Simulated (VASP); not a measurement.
# Al23N24 (a cell with a defect) in VASP: single point with PBE

Aim: the single point of Al23N24 (a cell with a defect) with PBE.

Everything below comes from runs of VASP 6.6.1. Logs are shortened: lines on timing, memory, paths and dates and some standing lists are left out, and cuts for length are marked.

### 1 The cell of the first run

The cell holds a defect, 47 atoms: a = 8.023 Å, b = 8.023 Å, c = 8.023 Å, α = 85.02°, β = 85.02°, γ = 85.02°.

### 2 Single point, PBE, collinear spin (atoms taken out, then relaxed in part)

Contents of INCAR:

```
SYSTEM = Al23N24
  PREC = Accurate
  ENCUT = 520
  EDIFF = 1E-6
  ISMEAR = 0
  SIGMA = 0.01
  LREAL = Auto
  LASPH = .True.
  NELM = 150
  ALGO = Fast
  ISIF = 2
  LWAVE = .False.
  LCHARG = .False.
  ISPIN = 2
  MAGMOM = 0 0 0 0 0 0 0 0 0 0 0 0 0 0 0 0 0 0 0 0 0 0 0 0.25 0 0 0 0 0 0 0 0 0 0 0 0.25 0.25 0 0 0.25 0 0 0 0 0 0 0
  LORBIT = 11
  GGA = PE
  NBANDS = 128
  NELECT = 191.0
```

Contents of KPOINTS:

```
Automatic mesh
0
Gamma
  2 2 2
  0.5 0.5 0.5
```

Contents of POSCAR:

```
Al23N24
1.0
    6.2604168406      0.0000000000     -5.0180433216
   -3.1302084203     -5.4216800222     -5.0180433216
   -3.1302084203      5.4216800222     -5.0180433216
Al N
23 24
Direct
    0.3329786926      0.5005853847      0.6684766449
    0.0007503460      0.1689590119      0.3311833047
    0.8351433116      0.4996453593      0.1672520514
    0.4978499713      0.1674170127      0.8356256786
    0.6683377983      0.3351694023      0.4994809478
    0.3339187180      0.0018099783      0.1663120259
    0.0022923453      0.6645166380      0.8340836793
    0.1685027356      0.8328142812      0.5016711316
    0.6661476145      0.8350044649      0.0018360690
    0.8379124949      0.0045791616      0.6712458283
    0.4991431919      0.6658098586      0.3324765253
    0.8335702975      0.1689160970      0.0006496568
    0.0022494304      0.3339829902      0.6669036309
    0.6665298302      0.0010024621      0.3349026242
    0.4960809102      0.3312523262      0.1636004100
    0.1673163235      0.0002369642      0.8355827637
    0.3333780038      0.1674474960      0.5003859450
    0.0007808294      0.8337192783      0.1667113371
    0.6670526116      0.5000446705      0.8341141627
    0.8343357955      0.6682359575      0.4998631635
    0.3302670767      0.6627475768     -0.0020810071
    0.5015692908      0.8331964968      0.6676691288
    0.1645856595      0.4969337434      0.3294142435
    0.0226311795      0.1892978461      0.8559645128
    0.2088325572      0.3736350672      0.5391424711
    0.8720840976      0.0387581638      0.2067745683
    0.7058091377      0.3754992239      0.0403017339
    0.3734412349      0.0387507642      0.7054248305
    0.5401546078      0.2077122207      0.3747431363
    0.2069684006      0.8724758044      0.0421658905
    0.8720914971      0.5401079016      0.7054174309
    0.0410455540      0.7080764697      0.3734879412
    0.5414098030      0.7068212745      0.8743788873
    0.7084463480      0.8751130146      0.5417796813
    0.3727582384      0.5394249051      0.2060915718
    0.0247957557      0.3767076587      0.2269073523
    0.2100409921      0.5602406857      0.8581290890
    0.8717465805      0.2068598435      0.5383745254
    0.7040607952      0.5429383928      0.3741297496
    0.3935740190      0.1914624223      0.0433743254
    0.5410721325      0.3732352986      0.7058840555
    0.2065686320      0.0392173889      0.3744054658
    0.8725507222      0.7077387992      0.0399019653
    0.0401931769      0.8717078587      0.7050799138
    0.5407964162      0.8707274619      0.2096050595
    0.7050411921      0.0384132471      0.8735265102
    0.3762717261      0.7074630829      0.5373941285
```

Potentials or basis: VASP PAW PBE potentials, release 64 (Al, N).

On the command line:

```console
$ cat potpaw_PBE.64/Al/POTCAR potpaw_PBE.64/N/POTCAR > POTCAR
$ mpirun -np 1 vasp_std > vasp.out
```

OUTCAR:

```text
SYSTEM = Al23N24
   PREC = Accurate
   ENCUT = 520
   EDIFF = 1E-6
   ISMEAR = 0
   LREAL = Auto
   LASPH = .True.
   NELM = 150
   ISIF = 2
   ISPIN = 2
   LORBIT = 11
   GGA = PE
   NELECT = 191.0

 ion  position               nearest neighbor table
   1  0.333  0.501  0.668-  37 1.82  25 1.91  41 1.91  47 1.93  21 3.04  13 3.07  19 3.09  22 3.09
                            17 3.10   7 3.10   8 3.12   4 3.13  11 3.14  23 3.14   5 3.15
   2  0.001  0.169  0.331-  36 1.82  38 1.91  42 1.92  26 1.92  23 3.04  12 3.07  17 3.10  18 3.10
                            14 3.10   3 3.10  13 3.10   6 3.13   5 3.13  10 3.15   8 3.16
   3  0.835  0.500  0.167-  36 1.82  27 1.91  43 1.91  39 1.93  23 3.04  12 3.07  18 3.09  20 3.09
                            19 3.10   2 3.10   5 3.12   7 3.13  11 3.14  15 3.14   9 3.15
   4  0.498  0.167  0.836-  40 1.82  46 1.91  41 1.92  28 1.92  15 3.04  16 3.07  19 3.10  17 3.10
                            22 3.10   6 3.10  12 3.10   1 3.13   9 3.13  10 3.15   5 3.16
   5  0.668  0.335  0.499-  38 1.89  39 1.90  41 1.90  29 1.91  20 3.09  14 3.09  19 3.09  13 3.10
                            17 3.11   3 3.12  11 3.12   2 3.13  15 3.14  10 3.14   1 3.15   4 3.16
   6  0.334  0.002  0.166-  40 1.82  30 1.91  42 1.91  45 1.93  15 3.04  16 3.07  17 3.09  14 3.09
                            18 3.10   4 3.10   9 3.12   2 3.13  11 3.14  21 3.14   8 3.15
   7  0.002  0.665  0.834-  37 1.82  44 1.91  43 1.92  31 1.92  21 3.04  13 3.07  18 3.10  19 3.10
                            20 3.10   1 3.10  16 3.10   3 3.13   8 3.13  10 3.15   9 3.16
   8  0.169  0.833  0.502-  44 1.89  47 1.90  42 1.90  32 1.91  22 3.09  20 3.09  17 3.09  16 3.10
                            18 3.11   1 3.12  11 3.12   7 3.13  23 3.14  10 3.14   6 3.15   2 3.16
   9  0.666  0.835  0.002-  46 1.89  45 1.90  43 1.90  33 1.91  14 3.09  22 3.09  18 3.09  12 3.10
[... 39 lines left out ...]
  34  0.708  0.875  0.542-  14 1.91  20 1.91  22 1.91  10 1.95
  35  0.373  0.539  0.206-  11 1.90  21 1.91  23 1.91  15 1.91
  36  0.025  0.377  0.227-   2 1.82   3 1.82  23 1.83
  37  0.210  0.560  0.858-   7 1.82   1 1.82  21 1.83
  38  0.872  0.207  0.538-   5 1.89  10 1.89   2 1.91  13 1.94
  39  0.704  0.543  0.374-  11 1.88   5 1.90  20 1.91   3 1.93
  40  0.394  0.191  0.043-   4 1.82   6 1.82  15 1.83
  41  0.541  0.373  0.706-   5 1.90  19 1.91   1 1.91   4 1.92
  42  0.207  0.039  0.374-   8 1.90  17 1.91   6 1.91   2 1.92
  43  0.873  0.708  0.040-   9 1.90  18 1.91   3 1.91   7 1.92
  44  0.040  0.872  0.705-   8 1.89  10 1.89   7 1.91  16 1.94
  45  0.541  0.871  0.210-  11 1.88   9 1.90  14 1.91   6 1.93
  46  0.705  0.038  0.874-   9 1.89  10 1.89   4 1.91  12 1.94
  47  0.376  0.707  0.537-  11 1.88   8 1.90  22 1.91   1 1.93

  LATTYP: Found a trigonal (rhomboedric) cell.
 ALAT       =     8.0233146389
 COS(alpha) =     0.0867490896

  Lattice vectors:

 A1 = (   6.2604168406,   0.0000000000,  -5.0180433216)
 A2 = (  -3.1302084203,  -5.4216800222,  -5.0180433216)
 A3 = (  -3.1302084203,   5.4216800222,  -5.0180433216)

Analysis of symmetry for initial positions (statically):
=====================================================================
 Subroutine PRICEL returns:
 Original cell was already a primitive cell.

 Routine SETGRP: Setting up the symmetry group for a
 trigonal (rhombohedral) supercell.

 Subroutine GETGRP returns: Found  3 space group operations
 (whereof  1 operations were pure point group operations)
 out of a pool of 12 trial point group operations.

The static configuration has the point symmetry C_1 .
 The point group associated with its full space group is C_3 .

Analysis of symmetry for dynamics (positions and initial velocities):
=====================================================================
 Subroutine PRICEL returns:
 Original cell was already a primitive cell.

 Routine SETGRP: Setting up the symmetry group for a
 trigonal (rhombohedral) supercell.

 Subroutine GETGRP returns: Found  3 space group operations
 (whereof  1 operations were pure point group operations)
 out of a pool of 12 trial point group operations.

The dynamic configuration has the point symmetry C_1 .
 The point group associated with its full space group is C_3 .

Analysis of structural, dynamic, and magnetic symmetry:
=====================================================================
 Subroutine PRICEL returns:
 Original cell was already a primitive cell.

 Routine SETGRP: Setting up the symmetry group for a
 trigonal (rhombohedral) supercell.

 Subroutine GETGRP returns: Found  3 space group operations
 (whereof  1 operations were pure point group operations)
 out of a pool of 12 trial point group operations.

The overall configuration has the point symmetry C_1 .
[... 163 lines left out ...]
   LSORBIT =      F    spin-orbit coupling
   LASPH  =      T    aspherical Exc in radial PAW
   ENCUT  =  520.0 eV  38.22 Ry    6.18 a.u.  14.92 14.92 14.92*2*pi/ulx,y,z
   NELM   =    150;   NELMIN=  2; NELMDL= -5     # of ELM steps
   EDIFF  = 0.1E-05   stopping-criterion for ELM
   LREAL  =      T    real-space projection
   EDIFFG = 0.1E-04   stopping-criterion for IOM
   NSW    =      0    number of steps for IOM
   IBRION =     -1    ionic relax: 0-MD 1-quasi-New 2-CG
   NFREE  =      0    steps in history (QN), initial steepest desc. (CG)
   ISIF   =      2    stress and relaxation
   ISYM   =      2    0-nonsym 1-usesym 2-fastsym
   POTIM  = 0.5000    time-step for ionic-motion
   TEBEG  =    0.0;   TEEND  =   0.0 temperature during run
   PSTRESS=    0.0 pullay stress
   NELECT =     191.0000    total number of electrons
   NUPDOWN=      -1.0000    fix difference up-down
   EMIN   =  10.00;   EMAX   =-10.00  energy-range for DOS
   EFERMI =   0.00;   METHOD = LEGACY
   ISMEAR =     0;   SIGMA  =   0.01  broadening in eV -4-tet -1-fermi 0-gaus
   EFERMI_NEDOS =   21; number of points for ismear=-14 and -15
   IALGO  =     68    algorithm
   IMIX   =      4    mixing-type and parameters
     AMIX     =   0.40;   BMIX     =  1.00
     AMIX_MAG =   1.60;   BMIX_MAG =  1.00
  volume/ion in A,a.u.               =      10.87        73.37
  Fermi-wavevector in a.u.,A,eV,Ry     =   1.179293  2.228540 18.922055  1.390732
  Thomas-Fermi vector in A             =   2.315606
   LORBIT       =     11    0 simple, 1 ext, 2 COOP (PROOUT), +10 PAW based schemes
   GGA     = PE    functional components
   LHFCALC =     F    Hartree Fock is set to
   AEXX    =    0.0000 exact exchange contribution
   IVDW    =     0    specifies the selected vdW correction
   LEPSILON=     F    determine dielectric tensor
   LRPA    =     F    only Hartree local field effects (RPA)
 spin polarized calculation
 RMM-DIIS sequential band-by-band and
 Gauss-broadening in eV      SIGMA  =   0.01
  energy-cutoff  :      520.00
  volume of cell :      510.97
 maximum number of plane-waves:     13777
   NGX = 29   NGY = 29   NGZ = 29

 number of electron     190.9999978 magnetization       0.9999613

 Free energy of the ion-electron system (eV)
  ---------------------------------------------------
  ext. energy  EPLUGINS =         0.00000000
  ---------------------------------------------------
  free energy    TOTEN  =      -331.72981300 eV

  energy without entropy =     -331.72826869  energy(sigma->0) =     -331.72904085

 E-fermi :   6.5069     XC(G=0): -10.7344

 val. band max:        6.5059187915   @ k =   0.2500   0.2500   0.2500
 cond. band min:       6.5072869354   @ k =   0.2500   0.2500   0.2500
 fundamental gap:      0.0013681439
 Fermi energy:         6.5069151395

 spin component 1

 k-point     1 :       0.2500    0.2500    0.2500
  band No.  band energies     occupation
      1      -9.3311      1.00000
      2      -8.6571      1.00000
      3      -8.5960      1.00000
      4      -8.5049      1.00000
      5      -8.1597      1.00000
      6      -8.1069      1.00000
[... 209 lines left out ...]
    106      11.7016      0.00000
    107      11.7777      0.00000
 Fermi energy:         6.5069151395

 spin component 2

 k-point     1 :       0.2500    0.2500    0.2500
  band No.  band energies     occupation
      1      -9.3126      1.00000
      2      -8.6512      1.00000
      3      -8.5742      1.00000
      4      -8.4750      1.00000
      5      -8.1526      1.00000
      6      -8.0899      1.00000
[... 209 lines left out ...]
    106      11.7117      0.00000
    107      11.7915      0.00000
 [bands above 107 left out]

------------------------ aborting loop because EDIFF is reached ----------------------------------------

  FORCE on cell =-STRESS in cart. coord.  units (eV):
  Direction    XX          YY          ZZ          XY          YZ          ZX
  --------------------------------------------------------------------------------------
  -------------------------------------------------------------------------------------
  Total       23.8732069     23.8732069     21.3788590     -0.0000000      0.0000000     -0.0000000
  in kB       74.8563333     74.8563333     67.0351074     -0.0000000      0.0000000     -0.0000000
  external PRESSURE =      72.2492580 kB  Pullay stress =       0.0000000 kB

 VOLUME and BASIS-vectors are now :
 -----------------------------------------------------------------------------
  energy-cutoff  :      520.00
  volume of cell :      510.97
      direct lattice vectors                 reciprocal lattice vectors
     6.260416841  0.000000000 -5.018043322     0.106489182  0.000000000 -0.066426954
    -3.130208420 -5.421680022 -5.018043322    -0.053244591 -0.092222337 -0.066426954
    -3.130208420  5.421680022 -5.018043322    -0.053244591  0.092222337 -0.066426954

 POSITION                                       TOTAL-FORCE (eV/Angst)
 -----------------------------------------------------------------------------------
     -1.57482      0.91025     -7.53731         0.007745     -0.000636      0.008546
     -1.56085      0.87953     -2.51350         0.002035      0.009893      0.001501
      3.14082     -1.80213     -7.53731        -0.004423     -0.006389      0.008546
     -0.02298      3.62281     -7.53154         0.007550     -0.006709      0.001501
      1.57144      0.89084     -7.54206         0.000138     -0.000684      0.005432
      1.56421      0.89188     -2.51926        -0.003322      0.007025      0.008546
[... 39 lines left out ...]
      1.55929      4.52772     -8.11408         0.002701     -0.003092      0.003368
     -1.54104     -0.92206     -8.13490        -0.000902     -0.000929      0.001648
 -----------------------------------------------------------------------------------
    total drift:                               -0.000001     -0.000001      0.048253

  FREE ENERGIE OF THE ION-ELECTRON SYSTEM (eV)
  ---------------------------------------------------
  free  energy   TOTEN  =      -331.7298129994 eV

  energy  without entropy=     -331.7282686926  energy(sigma->0) =     -331.72904085

 total charge

# of ion       s       p       d       tot
------------------------------------------
    1        0.374   0.448   0.000   0.822
    2        0.373   0.447   0.000   0.821
    3        0.374   0.448   0.000   0.822
    4        0.373   0.447   0.000   0.821
    5        0.372   0.441   0.000   0.812
    6        0.374   0.448   0.000   0.822
[... 39 lines left out ...]
   46        1.227   2.632   0.000   3.859
   47        1.224   2.636   0.000   3.860
--------------------------------------------------
tot         37.979  73.185   0.000 111.163

 magnetization (x)

# of ion       s       p       d       tot
------------------------------------------
    1       -0.000  -0.001   0.000  -0.001
    2       -0.001  -0.001   0.000  -0.001
    3       -0.000  -0.001   0.000  -0.001
    4       -0.001  -0.001   0.000  -0.001
    5       -0.000   0.000   0.000   0.000
    6       -0.000  -0.001   0.000  -0.001
[... 39 lines left out ...]
   46        0.000   0.025   0.000   0.025
   47        0.000   0.006   0.000   0.007
--------------------------------------------------
tot          0.015   0.650   0.000   0.666
```

Run time: 15 min. Hardware: 1 thread of Oxide Virtual Turin-like, shared host; peak memory 0.7 GiB.

Results:

- Free energy: -331.7298 eV
- Largest force: 0.013 eV/Å
- Net moment: 1.00 μB per cell
- Site moments: Al -0.00, +0.00 (each value once); N +0.20, +0.00, +0.12, +0.03, +0.01 (each value once) μB
- Valence electrons inside the program's atomic spheres: Al 0.82, 0.81, 0.83 (each value once); N 3.81, 3.86, 3.85, 3.83 (each value once)

Forces in eV/Å, atoms in the order of the input:
```
Al   0.008 -0.001  0.009
Al   0.002  0.010  0.002
Al  -0.004 -0.006  0.009
Al   0.008 -0.007  0.002
Al   0.000 -0.001  0.005
Al  -0.003  0.007  0.009
Al  -0.010 -0.003  0.002
Al   0.001  0.000  0.005
Al  -0.001  0.000  0.005
Al   0.000  0.000 -0.010
Al   0.000  0.000 -0.013
Al  -0.008  0.010 -0.001
Al  -0.005 -0.011 -0.001
Al   0.002  0.002  0.003
Al  -0.003  0.000 -0.006
Al   0.012  0.002 -0.001
Al   0.004 -0.003  0.000
Al   0.001  0.005  0.000
Al  -0.004 -0.002  0.000
Al  -0.003  0.000  0.003
Al   0.001  0.003 -0.006
Al   0.001 -0.003  0.003
Al   0.002 -0.002 -0.006
N    0.000  0.000  0.001
N   -0.001  0.003 -0.004
N    0.000 -0.007 -0.002
N    0.003 -0.001 -0.004
N   -0.006  0.003 -0.002
N   -0.004  0.001 -0.003
N   -0.002 -0.002 -0.004
N    0.006  0.003 -0.002
N    0.001 -0.004 -0.003
N    0.003  0.003 -0.003
N    0.000  0.000  0.009
N    0.000  0.000  0.000
N   -0.005  0.002 -0.006
N    0.001 -0.005 -0.006
N    0.001  0.004  0.003
N    0.000  0.001  0.002
N    0.004  0.003 -0.006
N   -0.001  0.000  0.003
N    0.000 -0.001  0.003
N    0.000  0.001  0.003
N   -0.004 -0.001  0.003
N    0.001  0.000  0.002
N    0.003 -0.003  0.003
N   -0.001 -0.001  0.002
```

Levels at points of the mesh, in eV from the Fermi level:
Spin up:
```
           k point  band 92  band 93  band 94  band 95  band 96  band 97  band 98  band 99  band 100  band 101
(0.25, 0.25, 0.25)    -1.29    -1.19    -0.53    -0.34    -0.34     4.05     4.12     4.16      4.26      4.46
```
Spin down:
| k point | band 91 | band 92 | band 93 | band 94 | band 95 | band 96 | band 97 | band 98 | band 99 | band 100 |
| --- | --- | --- | --- | --- | --- | --- | --- | --- | --- | --- |
| (0.25, 0.25, 0.25) | -1.28 | -1.25 | -0.90 | -0.01 | 0.00 | 0.00 | 4.05 | 4.14 | 4.17 | 4.27 |

Caveat: the k points lie up to 0.39 Å⁻¹ apart; the cell carries a net charge on a neutralising background, which shifts energy and pressure; the cell differs from its parent crystal (atoms taken out, then relaxed in part); the cell is charged against a uniform background, so pressure and absolute levels hang on convention.
